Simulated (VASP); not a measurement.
# GaN in VASP: settings compared

Aim: see how the results for GaN move with the level of theory and the settings. Levels: PBE, r2SCAN, HSE06. Tasks: single point.

Everything below comes from runs of VASP 6.6.1. Logs are shortened: lines on timing, memory, paths and dates and some standing lists are left out, and cuts for length are marked.

## (1) The cell of the first run

Symmetry: F-43m, No. 216, cubic system. The conventional cell has a = 4.752 Å, b = 4.752 Å, c = 4.752 Å, α = 90.00°, β = 90.00°, γ = 90.00°. Within 2.7 Å of Ga (site symmetry -43m) lie 4 N at 2.06 Å. Within 2.7 Å of N (site symmetry -43m) lie 4 Ga at 2.06 Å.

## (2) Single point, PBE (strain +5.6%)

INCAR

```
ALGO     = Normal         # electronic algorithm
EDIFF    = 1E-6           # SCF threshold, eV
ENCUT    = 520            # plane-wave cutoff, eV
GGA      = PE             # functional
ISIF     = 2              # what is computed and relaxed
ISMEAR   = -1             # smearing method
LASPH    = T              # aspherical terms in the spheres
LCHARG   = T              # write CHGCAR
LELF     = T              # ELF
LREAL    = F              # projectors in reciprocal space
LVHAR    = T            
LWAVE    = F              # write WAVECAR
NBANDS   = 16             # bands
NELM     = 100            # most SCF steps
PREC     = Accurate       # precision mode
SIGMA    = 0.02           # smearing width, eV
```

KPOINTS

```
k-points
0
Gamma
  10 10 10
```

POSCAR

```
GaN
1.0
    0.0000000000      2.3757934649      2.3757934649
    2.3757934649      0.0000000000      2.3757934649
    2.3757934649      2.3757934649      0.0000000000
Ga N
1 1
Direct
    0.0000000000      0.0000000000      0.0000000000
    0.2500000000      0.2500000000      0.2500000000
```

Potentials or basis: VASP PAW PBE potentials, release 64 (Ga_d, N).

Run with:

```console
$ cat potpaw_PBE.64/Ga_d/POTCAR potpaw_PBE.64/N/POTCAR > POTCAR
$ mpirun -np 1 vasp_std > vasp.out
```

OUTCAR:

```text
EDIFF = 1E-6
   ENCUT = 520
   GGA = PE
   ISIF = 2
   ISMEAR = -1
   LASPH = T
   LREAL = F
   NELM = 100
   PREC = Accurate

 ion  position               nearest neighbor table
   1  0.000  0.000  0.000-   2 2.06   2 2.06   2 2.06   2 2.06
   2  0.250  0.250  0.250-   1 2.06   1 2.06   1 2.06   1 2.06

  LATTYP: Found a face centered cubic cell.
 ALAT       =     4.7515869298

  Lattice vectors:

 A1 = (   0.0000000000,   2.3757934649,   2.3757934649)
 A2 = (   2.3757934649,   0.0000000000,   2.3757934649)
 A3 = (   2.3757934649,   2.3757934649,   0.0000000000)

Analysis of symmetry for initial positions (statically):
=====================================================================
 Subroutine PRICEL returns:
 Original cell was already a primitive cell.

 Routine SETGRP: Setting up the symmetry group for a
 face centered cubic supercell.

 Subroutine GETGRP returns: Found 24 space group operations
 (whereof 24 operations were pure point group operations)
 out of a pool of 48 trial point group operations.

The static configuration has the point symmetry T_d .

Analysis of symmetry for dynamics (positions and initial velocities):
=====================================================================
 Subroutine PRICEL returns:
 Original cell was already a primitive cell.

 Routine SETGRP: Setting up the symmetry group for a
 face centered cubic supercell.

 Subroutine GETGRP returns: Found 24 space group operations
 (whereof 24 operations were pure point group operations)
 out of a pool of 48 trial point group operations.

The dynamic configuration has the point symmetry T_d .

 Subroutine INISYM returns: Found 24 space group operations
 (whereof 24 operations are pure point group operations),
 and found     1 'primitive' translations

----------------------------------------------------------------------------------------

                                     Primitive cell

  volume of cell :      26.8198

  direct lattice vectors                    reciprocal lattice vectors
     0.000000000  2.375793465  2.375793465    -0.210456004  0.210456004  0.210456004
     2.375793465  0.000000000  2.375793465     0.210456004 -0.210456004  0.210456004
     2.375793465  2.375793465  0.000000000     0.210456004  0.210456004 -0.210456004

  length of vectors
     3.359879339  3.359879339  3.359879339     0.364520492  0.364520492  0.364520492

  position of ions in fractional coordinates (direct lattice)
     0.000000000  0.000000000  0.000000000
     0.250000000  0.250000000  0.250000000

  ion indices of the primitive-cell ions
   primitive index   ion index
                 1           1
                 2           2

----------------------------------------------------------------------------------------

 KPOINTS: k-points

Automatic generation of k-mesh.
 Grid dimensions read from file:
 generate k-points for:   10   10   10

 Generating k-lattice:

  Cartesian coordinates                     Fractional coordinates (reciprocal lattice)
    -0.021045600  0.021045600  0.021045600     0.100000000  0.000000000  0.000000000
     0.021045600 -0.021045600  0.021045600     0.000000000  0.100000000  0.000000000
     0.021045600  0.021045600 -0.021045600     0.000000000  0.000000000  0.100000000

  Length of vectors
     0.036452049  0.036452049  0.036452049

  Shift w.r.t. Gamma in fractional coordinates (k-lattice)
     0.000000000  0.000000000  0.000000000

 Subroutine IBZKPT returns following result:
 ===========================================

 Found     47 irreducible k-points:

 Following reciprocal coordinates:
            Coordinates               Weight
  0.000000  0.000000  0.000000      1.000000
  0.100000  0.000000  0.000000      8.000000
  0.200000  0.000000  0.000000      8.000000
  0.300000  0.000000  0.000000      8.000000
  0.400000  0.000000  0.000000      8.000000
  0.500000  0.000000  0.000000      4.000000
[... 16 lines left out ...]
  0.300000  0.300000  0.000000      6.000000
  0.400000  0.300000  0.000000     24.000000
 [... further k-points ...]
   k-points           NKPTS =     47   k-points in BZ     NKDIM =     47   number of bands    NBANDS=     16
   number of dos      NEDOS =    301   number of ions     NIONS =      2
   total plane-waves  NPLWV =  21952
   dimension x,y,z NGX =    28 NGY =   28 NGZ =   28
   dimension x,y,z NGXF=    56 NGYF=   56 NGZF=   56
   ions per type =               1   1
   NGX,Y,Z   is equivalent  to a cutoff of  13.85, 13.85, 13.85 a.u.
   NGXF,Y,Z  is equivalent  to a cutoff of  27.71, 27.71, 27.71 a.u.
 SYSTEM =  unknown system
   PREC   = accura    normal or accurate (medium, high low for compatibility)
   ISTART =      0    job   : 0-new  1-cont  2-samecut
   ICHARG =      2    charge: 1-file 2-atom 10-const
   ISPIN  =      1    spin polarized calculation?
   LNONCOLLINEAR =      F non collinear calculations
   LSORBIT =      F    spin-orbit coupling
   LASPH  =      T    aspherical Exc in radial PAW
   ENCUT  =  520.0 eV  38.22 Ry    6.18 a.u.   6.25  6.25  6.25*2*pi/ulx,y,z
   NELM   =    100;   NELMIN=  2; NELMDL= -5     # of ELM steps
   EDIFF  = 0.1E-05   stopping-criterion for ELM
   LREAL  =      F    real-space projection
   EDIFFG = 0.1E-04   stopping-criterion for IOM
   NSW    =      0    number of steps for IOM
   IBRION =     -1    ionic relax: 0-MD 1-quasi-New 2-CG
   NFREE  =      0    steps in history (QN), initial steepest desc. (CG)
   ISIF   =      2    stress and relaxation
   ISYM   =      2    0-nonsym 1-usesym 2-fastsym
   POTIM  = 0.5000    time-step for ionic-motion
   TEBEG  =    0.0;   TEEND  =   0.0 temperature during run
   PSTRESS=    0.0 pullay stress
   NELECT =      18.0000    total number of electrons
   NUPDOWN=      -1.0000    fix difference up-down
   EMIN   =  10.00;   EMAX   =-10.00  energy-range for DOS
   EFERMI =   0.00;   METHOD = LEGACY
   ISMEAR =    -1;   SIGMA  =   0.02  broadening in eV -4-tet -1-fermi 0-gaus
   EFERMI_NEDOS =   21; number of points for ismear=-14 and -15
   IALGO  =     38    algorithm
   IMIX   =      4    mixing-type and parameters
     AMIX     =   0.40;   BMIX     =  1.00
     AMIX_MAG =   1.60;   BMIX_MAG =  1.00
  volume/ion in A,a.u.               =      13.41        90.49
  Fermi-wavevector in a.u.,A,eV,Ry     =   1.433333  2.708606 27.952386  2.054442
  Thomas-Fermi vector in A             =   2.552862
   LORBIT       =      0    0 simple, 1 ext, 2 COOP (PROOUT), +10 PAW based schemes
   GGA     = PE    functional components
   LHFCALC =     F    Hartree Fock is set to
   AEXX    =    0.0000 exact exchange contribution
   IVDW    =     0    specifies the selected vdW correction
   LEPSILON=     F    determine dielectric tensor
   LRPA    =     F    only Hartree local field effects (RPA)
 non-spin polarized calculation
  energy-cutoff  :      520.00
  volume of cell :       26.82
 maximum number of plane-waves:       740
 NGX is ok and might be reduce to    28
   NGX = 13   NGY = 13   NGZ = 13

 number of electron      18.0000006 magnetization

 Free energy of the ion-electron system (eV)
  ---------------------------------------------------
  ext. energy  EPLUGINS =         0.00000000
  ---------------------------------------------------
  free energy    TOTEN  =       -11.96375001 eV

  energy without entropy =      -11.96375001  energy(sigma->0) =      -11.96375001

 E-fermi :   4.0597     XC(G=0): -10.8442

 val. band max:        3.6996285565   @ k =   0.0000   0.0000   0.0000
 cond. band min:       4.4130601726   @ k =   0.0000   0.0000   0.0000
 fundamental gap:      0.7134316162
 Fermi energy:         4.0596927486

 k-point     1 :       0.0000    0.0000    0.0000
  band No.  band energies     occupation
      1     -11.0101      2.00000
      2      -9.7069      2.00000
      3      -9.7069      2.00000
      4      -9.7069      2.00000
      5      -9.5172      2.00000
      6      -9.5172      2.00000
[... 8 lines left out ...]
     15      21.3740      0.00000
     16      21.3740      0.00000

 k-point     2 :       0.1000    0.0000    0.0000
  band No.  band energies     occupation
      1     -10.9436      2.00000
      2      -9.6985      2.00000
      3      -9.6985      2.00000
      4      -9.6498      2.00000
      5      -9.5178      2.00000
      6      -9.5178      2.00000
[... 8 lines left out ...]
     15      20.1889      0.00000
     16      20.1889      0.00000

 k-point     3 :       0.2000    0.0000    0.0000
  band No.  band energies     occupation
      1     -10.8022      2.00000
      2      -9.6792      2.00000
      3      -9.6792      2.00000
      4      -9.5165      2.00000
      5      -9.5165      2.00000
      6      -9.4323      2.00000
[... 8 lines left out ...]
     15      19.4729      0.00000
     16      19.4729      0.00000

 k-point     4 :       0.3000    0.0000    0.0000
  band No.  band energies     occupation
      1     -10.6975      2.00000
      2      -9.6622      2.00000
      3      -9.6622      2.00000
      4      -9.5077      2.00000
      5      -9.5077      2.00000
      6      -8.9962      2.00000
[... 8 lines left out ...]
     15      19.7755      0.00000
     16      19.7755      0.00000

 k-point     5 :       0.4000    0.0000    0.0000
  band No.  band energies     occupation
      1     -10.6576      2.00000
      2      -9.6550      2.00000
      3      -9.6550      2.00000
      4      -9.4936      2.00000
      5      -9.4936      2.00000
      6      -8.4673      2.00000
[... 8 lines left out ...]
     15      20.8249      0.00000
     16      20.8249      0.00000

 k-point     6 :       0.5000    0.0000    0.0000
  band No.  band energies     occupation
      1     -10.6497      2.00000
      2      -9.6537      2.00000
      3      -9.6537      2.00000
      4      -9.4867      2.00000
      5      -9.4867      2.00000
      6      -8.2047      2.00000
[... 8 lines left out ...]
     15      21.5536      0.00000
     16      21.5536      0.00000
[... 267 lines left out ...]
 k-point    21 :      -0.3000    0.2000    0.0000
  band No.  band energies     occupation
      1     -10.6276      2.00000
      2      -9.6465      2.00000
      3      -9.6208      2.00000
      4      -9.5195      2.00000
      5      -9.5119      2.00000
      6      -8.3452      2.00000
[... 8 lines left out ...]
     15      19.3423      0.00000
     16      22.4393      0.00000

 k-point    22 :      -0.2000    0.2000    0.0000
  band No.  band energies     occupation
      1     -10.6638      2.00000
      2      -9.6511      2.00000
      3      -9.6432      2.00000
      4      -9.5294      2.00000
      5      -9.5122      2.00000
      6      -8.8394      2.00000
[... 8 lines left out ...]
     15      19.5282      0.00000
     16      22.3067      0.00000

 k-point    23 :       0.3000    0.3000    0.0000
  band No.  band energies     occupation
      1     -10.6373      2.00000
      2      -9.5988      2.00000
      3      -9.5907      2.00000
      4      -9.5907      2.00000
      5      -9.4853      2.00000
      6      -8.7743      2.00000
[... 8 lines left out ...]
     15      23.5890      0.00000
     16      24.2265      0.00000

 k-point    24 :       0.4000    0.3000    0.0000
  band No.  band energies     occupation
      1     -10.6140      2.00000
      2      -9.6142      2.00000
      3      -9.5701      2.00000
      4      -9.5694      2.00000
      5      -9.4788      2.00000
      6      -8.3669      2.00000
[... 8 lines left out ...]
     15      23.4859      0.00000
     16      24.4422      0.00000

 [... further k-points ...]
[... 5 lines left out ...]
  --------------------------------------------------------------------------------------
  -------------------------------------------------------------------------------------
  Total       -2.7694257     -2.7694257     -2.7694257      0.0000000      0.0000000      0.0000000
  in kB     -165.4414206   -165.4414206   -165.4414206      0.0000000      0.0000000      0.0000000
  external PRESSURE =    -165.4414206 kB  Pullay stress =       0.0000000 kB

 VOLUME and BASIS-vectors are now :
 -----------------------------------------------------------------------------
  energy-cutoff  :      520.00
  volume of cell :       26.82
      direct lattice vectors                 reciprocal lattice vectors
     0.000000000  2.375793465  2.375793465    -0.210456004  0.210456004  0.210456004
     2.375793465  0.000000000  2.375793465     0.210456004 -0.210456004  0.210456004
     2.375793465  2.375793465  0.000000000     0.210456004  0.210456004 -0.210456004

 POSITION                                       TOTAL-FORCE (eV/Angst)
 -----------------------------------------------------------------------------------
      0.00000      0.00000      0.00000         0.000000      0.000000      0.000000
      1.18790      1.18790      1.18790        -0.000000     -0.000000     -0.000000
 -----------------------------------------------------------------------------------
    total drift:                                0.000002      0.000002      0.000002

  FREE ENERGIE OF THE ION-ELECTRON SYSTEM (eV)
  ---------------------------------------------------
  free  energy   TOTEN  =       -11.9637500061 eV

  energy  without entropy=      -11.9637500061  energy(sigma->0) =      -11.96375001
```

Run time: 15 s. Hardware: 1 thread of Intel Xeon 6975P-C (Granite Rapids), shared host; peak memory 0.16 GiB.

What came out:

```yaml
Free_energy: -11.9638 eV
Pressure: -16.5 GPa
Band_gap_on_the_k_mesh: 0.71 eV, direct
```

Caveat: the cell differs from its parent crystal (strain +5.6%).

## (3) Single point, r2SCAN (strain +5.6%)

POSCAR is that of step 2.

INCAR.step1

```
PREC     = Accurate       # precision mode
ENCUT    = 520            # plane-wave cutoff, eV
ISMEAR   = 0              # smearing method
SIGMA    = 0.01           # smearing width, eV
LREAL    = False          # projectors in reciprocal space
LASPH    = True           # aspherical terms in the spheres
NELM     = 60             # most SCF steps
NBANDS   = 16             # bands
GGA      = PE             # functional
ALGO     = Normal         # electronic algorithm
EDIFF    = 1E-4           # SCF threshold, eV
LWAVE    = True           # write WAVECAR
LCHARG   = False          # write CHGCAR
```

INCAR.step2

```
PREC     = Accurate       # precision mode
ENCUT    = 520            # plane-wave cutoff, eV
EDIFF    = 1E-6           # SCF threshold, eV
ISMEAR   = 0              # smearing method
SIGMA    = 0.01           # smearing width, eV
LREAL    = False          # projectors in reciprocal space
LASPH    = True           # aspherical terms in the spheres
NELM     = 60             # most SCF steps
ALGO     = Normal         # electronic algorithm
ISIF     = 2              # what is computed and relaxed
LWAVE    = False          # write WAVECAR
LCHARG   = True           # write CHGCAR
METAGGA  = R2SCAN         # meta-GGA
LMIXTAU  = True         
LELF     = True           # ELF
LVHAR    = True         
NBANDS   = 16             # bands
ISTART   = 1
```

KPOINTS

```
Automatic mesh
0
Gamma
  10 10 10
```

Potentials or basis: VASP PAW PBE potentials, release 64 (Ga_d, N).

Run with:

```console
$ cat potpaw_PBE.64/Ga_d/POTCAR potpaw_PBE.64/N/POTCAR > POTCAR
$ cp INCAR.step1 INCAR
$ mpirun -np 1 vasp_std > vasp.out
$ cp INCAR.step2 INCAR
$ mpirun -np 1 vasp_std > vasp.out
```

Run time: 58 s. Hardware: 1 thread of Intel Xeon 6975P-C (Granite Rapids), shared host; peak memory 0.17 GiB.

It converged, with:

| Item | Value |
| --- | --- |
| Free energy | -21.5876 eV |
| Pressure | -22.0 GPa |
| Band gap on the k mesh | 1.07 eV, direct |

Levels at points of the mesh, in eV from the valence-band top:
```tsv
k point	band 5	band 6	band 7	band 8	band 9	band 10	band 11	band 12	band 13	band 14
(0.00, 0.00, 0.00)	-13.60	-13.60	0.00	0.00	0.00	1.07	9.97	9.97	9.97	16.34
(0.50, 0.00, 0.00)	-13.57	-12.46	-6.20	-0.82	-0.82	4.06	8.57	10.13	10.13	15.13
(0.50, 0.50, 0.00)	-13.55	-12.06	-5.60	-2.27	-2.27	3.68	6.22	11.46	13.23	13.23
```

Caveat: the cell differs from its parent crystal (strain +5.6%); the PAW data sets were made with another functional, which shifts forces and pressure a little.

## (4) Single point, PBE (strain along [111] -5.2%)

INCAR

```
PREC = Accurate
ENCUT = 520
EDIFF = 1E-6
ISMEAR = -1
SIGMA = 0.02
LREAL = False
LASPH = True
NELM = 80
ALGO = Normal
ISIF = 2
LWAVE = False
LCHARG = True
GGA = PE
LELF = True
LVHAR = True
NBANDS = 16
```

KPOINTS

```
regular mesh
0
Gamma
  10 10 10
```

POSCAR

```
GaN
1.0
   -0.0779636881      2.1709888534      2.1709888534
    2.1709888534     -0.0779636881      2.1709888534
    2.1709888534      2.1709888534     -0.0779636881
Ga N
1 1
Direct
   -0.0033551130     -0.0033551130     -0.0033551130
    0.2533551130      0.2533551130      0.2533551130
```

Run with:

```console
$ cat potpaw_PBE.64/Ga_d/POTCAR potpaw_PBE.64/N/POTCAR > POTCAR
$ mpirun -np 1 vasp_std > vasp.out
```

It took 13 s on 1 thread of Intel Xeon 6975P-C (Granite Rapids), shared host; peak memory 0.16 GiB.

It converged, with:

```yaml
Free_energy: -12.0109 eV
Pressure: 18.0 GPa
Largest_force: 0.038 eV/Å
Band_gap_on_the_k_mesh: 1.80 eV, direct
```

Forces on the atoms (eV/Å):
```
Ga  -0.022 -0.022 -0.022
N    0.022  0.022  0.022
```

Stress tensor (GPa, compression positive):
```
17.95  5.45  5.45
 5.45 17.95  5.45
 5.45  5.45 17.95
```

Levels at points of the mesh, in eV from the valence-band top:
```csv
k point,band 7,band 8,band 9,band 10,band 11,band 12
"(0.00, 0.00, 0.00)",-0.35,-0.35,0.00,1.80,10.04,10.04
"(0.50, 0.00, 0.00)",-7.75,-1.34,-1.04,4.96,8.63,10.55
"(0.50, 0.50, 0.00)",-6.60,-3.41,-2.86,3.05,6.86,11.80
"(0.50, 0.50, 0.50)",-7.42,-1.52,-1.52,4.30,8.93,9.83
```

Caveat: the cell differs from its parent crystal (strain along [111] -5.2%).

(Part 1 of 2 ends here.)
